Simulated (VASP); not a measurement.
# Au (Im-3m) in VASP: notebook, part 2 of 2

VASP 6.6.1. Earlier steps stand in the parts before.

## (3) Single point, PBEsol

INCAR

```
ALGO     = Fast           # electronic algorithm
EDIFF    = 1E-6           # SCF threshold, eV
ENCUT    = 520            # plane-wave cutoff, eV
GGA      = PS             # functional
ISIF     = 2              # what is computed and relaxed
ISMEAR   = 0              # smearing method
LASPH    = True           # aspherical terms in the spheres
LCHARG   = False          # write CHGCAR
LREAL    = False          # projectors in reciprocal space
LWAVE    = False          # write WAVECAR
NBANDS   = 12             # bands
NELM     = 100            # most SCF steps
PREC     = Accurate       # precision mode
SIGMA    = 0.15           # smearing width, eV
```

KPOINTS

```
k-points
0
Gamma
  22 22 22
```

POSCAR

```
Au
1.0
   -1.6572690000      1.6572690000      1.6572690000
    1.6572690000     -1.6572690000      1.6572690000
    1.6572690000      1.6572690000     -1.6572690000
Au
1
Direct
    0.0000000000      0.0000000000      0.0000000000
```

Potentials or basis: VASP PAW PBE potentials, release 64 (Au).

Run with:

```bash
> cat potpaw_PBE.64/Au/POTCAR > POTCAR
> mpirun -np 1 vasp_std > vasp.out
```

Run time: 2.9 min. Hardware: 1 thread of AMD EPYC 7R13, shared host; peak memory 0.16 GiB.

The run converged. Its results:

* Free energy: -3.8675 eV
* Pressure: -9.6 GPa

Levels at points of the mesh, in eV from the Fermi level:
```
           k point  band 4  band 5  band 6  band 7  band 8  band 9
(0.00, 0.00, 0.00)   -4.52   -2.76   -2.76   16.46   16.46   16.46
(0.50, 0.00, 0.00)   -2.59   -1.39   -0.42    3.17   12.29   13.40
(0.50, 0.50, 0.50)   -1.74   -1.74    6.17    6.17    6.17    8.91
```

Caveat: the PAW data sets were made with another functional, which shifts forces and pressure a little; spin-orbit coupling is left out, which moves the levels of the heavy elements.

## (4) Single point, PBEsol

This run uses another cell than the first one: it holds 4 atoms, not 1.

INCAR

```
SYSTEM = Au
PREC     = Accurate       ! precision mode
ENCUT    = 520            ! plane-wave cutoff, eV
EDIFF    = 1E-6           ! SCF threshold, eV
ISMEAR   = 0              ! smearing method
SIGMA    = 0.15           ! smearing width, eV
LREAL    = .False.        ! projectors in reciprocal space
LASPH    = .True.         ! aspherical terms in the spheres
NELM     = 80             ! most SCF steps
ALGO     = Fast           ! electronic algorithm
ISIF     = 2              ! what is computed and relaxed
LWAVE    = .False.        ! write WAVECAR
LCHARG   = .False.        ! write CHGCAR
GGA      = PS             ! functional
NBANDS   = 30             ! bands
```

KPOINTS

```
Automatic mesh
0
Gamma
  17 17 5
  0 0 0
```

POSCAR

```
Au
1.0
   -1.6572690000      1.6572690000     -1.6572690000
   -1.6572690000     -1.6572690000      1.6572690000
    0.0000000000      6.6290760000      6.6290760000
Au
4
Direct
    0.0000000000      0.0000000000      0.0000000000
    0.5000000000      0.5000000000      0.2500000000
    0.0000000000      0.0000000000      0.5000000000
    0.5000000000      0.5000000000      0.7500000000
```

Potentials or basis: VASP PAW PBE potentials, release 64 (Au).

Run with:

```bash
> cat potpaw_PBE.64/Au/POTCAR > POTCAR
> mpirun -np 1 vasp_std > vasp.out
```

OUTCAR:

```text
SYSTEM = Au
   PREC = Accurate
   ENCUT = 520
   EDIFF = 1E-6
   ISMEAR = 0
   LREAL = .False.
   LASPH = .True.
   NELM = 80
   ISIF = 2
   GGA = PS

 ion  position               nearest neighbor table
   1  0.000  0.000  0.000-   2 2.87   4 2.87   2 2.87   4 2.87   2 3.31   4 3.31   2 3.31   4 3.31

   2  0.500  0.500  0.250-   1 2.87   3 2.87   1 2.87   3 2.87   1 3.31   3 3.31   1 3.31   3 3.31

   3  0.000  0.000  0.500-   2 2.87   4 2.87   2 2.87   4 2.87   2 3.31   4 3.31   2 3.31   4 3.31

   4  0.500  0.500  0.750-   1 2.87   3 2.87   1 2.87   3 2.87   1 3.31   3 3.31   1 3.31   3 3.31
[... 1011 lines left out ...]
  --------------------------------------------------------------------------------------
  -------------------------------------------------------------------------------------
  Total       -4.2338823     -4.3025002     -4.3025002     -0.0000000     -0.2130049      0.0000000
  in kB      -93.1430305    -94.6525842    -94.6525842     -0.0000000     -4.6859879      0.0000000
  external PRESSURE =     -94.1493996 kB  Pullay stress =       0.0000000 kB

 VOLUME and BASIS-vectors are now :
 -----------------------------------------------------------------------------
  energy-cutoff  :      520.00
  volume of cell :       72.83
      direct lattice vectors                 reciprocal lattice vectors
    -1.657269000  1.657269000 -1.657269000    -0.301701172  0.150850586 -0.150850586
    -1.657269000 -1.657269000  1.657269000    -0.301701172 -0.150850586  0.150850586
     0.000000000  6.629076000  6.629076000     0.000000000  0.075425293  0.075425293

 POSITION                                       TOTAL-FORCE (eV/Angst)
 -----------------------------------------------------------------------------------
      0.00000      0.00000      0.00000        -0.000000      0.000000      0.000000
     -1.65727      1.65727      1.65727         0.000000     -0.000000     -0.000000
      0.00000      3.31454      3.31454        -0.000000     -0.000000      0.000000
     -1.65727      4.97181      4.97181        -0.000000      0.000000      0.000000
 -----------------------------------------------------------------------------------
    total drift:                               -0.000000      0.000000     -0.000000

  FREE ENERGIE OF THE ION-ELECTRON SYSTEM (eV)
  ---------------------------------------------------
  free  energy   TOTEN  =       -15.4667953356 eV

  energy  without entropy=      -15.4538849515  energy(sigma->0) =      -15.46034014
```

stdout:

```text
POSCAR found type information on POSCAR Au
 POSCAR found :  1 types and       4 ions
 scaLAPACK will be used
 -----------------------------------------------------------------------------
|                                                                             |
|                                                                             |
|     You enforced a specific xc type in the INCAR file but a different       |
|     I HOPE YOU KNOW WHAT YOU ARE DOING!                                     |
|                                                                             |
 -----------------------------------------------------------------------------

 LDA part: xc-table for (Slater+PW92), standard interpolation
 POSCAR, INCAR and KPOINTS ok, starting setup
 FFT: planning ... GRIDC
 FFT: planning ... GRID_SOFT
 FFT: planning ... GRID
 WAVECAR not read
 entering main loop
```

Run time: 4.7 min. Hardware: 1 thread of Intel Xeon Platinum 8488C (Sapphire Rapids), shared host; peak memory 0.48 GiB.

Results:

```
Free energy            : -15.4668 eV
Pressure               : -9.4 GPa
Band gap on the k mesh : zero (band 22 reaches 11.38 eV, above the bottom of band 23 at 5.87 eV)
```

Caveat: the PAW data sets were made with another functional, which shifts forces and pressure a little; spin-orbit coupling is left out, which moves the levels of the heavy elements.

## (5) Single point, PBEsol

This run uses another cell than the first one: it holds 6 atoms, not 1.

INCAR

```
  PREC = Accurate
  ENCUT = 520
  EDIFF = 1E-6
  ISMEAR = 0
  SIGMA = 0.15
  LREAL = F
  LASPH = T
  NELM = 60
  ALGO = Fast
  ISIF = 2
  LWAVE = F
  LCHARG = F
  GGA = PS
  NBANDS = 42
```

KPOINTS

```
Automatic mesh
0
Gamma
  14 14 5
```

POSCAR

```
Au
1.0
   -3.3145380000      0.0000000000      0.0000000000
    0.0000000000     -3.3145380000      0.0000000000
    0.0000000000      0.0000000000      9.9436140000
Au
6
Direct
    0.5000000000      0.5000000000      0.1666666667
    0.0000000000      0.0000000000      0.0000000000
    0.5000000000      0.5000000000      0.5000000000
    0.0000000000      0.0000000000      0.3333333333
    0.5000000000      0.5000000000      0.8333333333
    0.0000000000      0.0000000000      0.6666666667
```

Run with:

```bash
> cat potpaw_PBE.64/Au/POTCAR > POTCAR
> mpirun -np 1 vasp_std > vasp.out
```

Run time: 7.6 min. Hardware: 1 thread of Oxide Virtual Turin-like, shared host; peak memory 0.44 GiB.

It converged, with:

* Free energy: -23.1984 eV
* Pressure: -9.5 GPa
* Band gap on the k mesh: zero (band 33 reaches 10.97 eV, above the bottom of band 34 at 6.59 eV)

Levels at points of the mesh, in eV from the Fermi level:
| k point | band 29 | band 30 | band 31 | band 32 | band 33 | band 34 | band 35 | band 36 | band 37 | band 38 |
| --- | --- | --- | --- | --- | --- | --- | --- | --- | --- | --- |
| (0.00, 0.00, 0.00) | -2.41 | -2.41 | -1.72 | -1.72 | -1.72 | 0.11 | 0.11 | 6.19 | 6.19 | 6.19 |
| (0.50, 0.00, 0.00) | -1.68 | -1.68 | -1.68 | -1.68 | -1.00 | -1.00 | -1.00 | -1.00 | 5.14 | 5.14 |
| (0.50, 0.50, 0.00) | -1.37 | -1.37 | -0.41 | -0.41 | 2.76 | 2.76 | 2.76 | 2.76 | 3.19 | 3.19 |

Caveat: the PAW data sets were made with another functional, which shifts forces and pressure a little; spin-orbit coupling is left out, which moves the levels of the heavy elements.

## (6) Summary

| cell | k mesh | gap on the mesh (eV) | pressure (GPa) |
| --- | --- | --- | --- |
| a = 2.870 Å, angles 109.5°, 1 atom | 20 × 20 × 20 | none | -9.7 |
| a = 2.870 Å, angles 109.5°, 1 atom | 22 × 22 × 22 | none | -9.6 |
| a = 2.870, b = 2.870, c = 9.375 Å, angles 90.0, 90.0, 109.5°, 4 atoms | 17 × 17 × 5 | none | -9.4 |
| a = 3.315, b = 3.315, c = 9.944 Å, 6 atoms | 14 × 14 × 5 | none | -9.5 |

Alike in all rows: task single point; level PBEsol; potentials or basis VASP PAW PBE potentials, release 64 (Au); no spin polarisation; cutoff (eV) 520; smearing gaussian 0.15 eV.

Caveats: the PAW data sets were made with another functional, which shifts forces and pressure a little; spin-orbit coupling is left out, which moves the levels of the heavy elements.

Absolute energies hang on the potentials; compare differences alone.
